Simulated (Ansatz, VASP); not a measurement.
## Cr: VASP beside Ansatz

```
Cr
1.0
     2.45589    0.00000    0.00000
    -1.22794    2.12686    0.00000
     0.00000    0.00000    4.38496
Cr
2
Direct
  0.33333 0.66667 0.25000
  0.66667 0.33333 0.75000
```

Alike in both runs: task single point; functional PBE; k mesh 24 × 24 × 12; occupations fermi-dirac, width 0.1 eV; no spin polarisation.

```csv
,VASP,Ansatz
version,VASP 6.6.1,Ansatz 0.2.0
potentials or method,"VASP PAW PBE potentials, release 64 (Cr_pv), cutoff 520 eV","plane waves (420 eV) with PAW, scalar-relativistic"
valence electrons in the cell,24,28
```

VASP gave:

- pressure (GPa): 10.0
- traceless stress, the component that is largest in VASP (GPa): -0.67

Task: Estimate Ansatz's values.

Result: Pressure (GPa): 10.4; traceless stress, the component that is largest in VASP (GPa): -0.73.

VASP's potentials hold 24 valence electrons a cell and Ansatz's 28, so a difference there can come from the potentials and not from the codes.
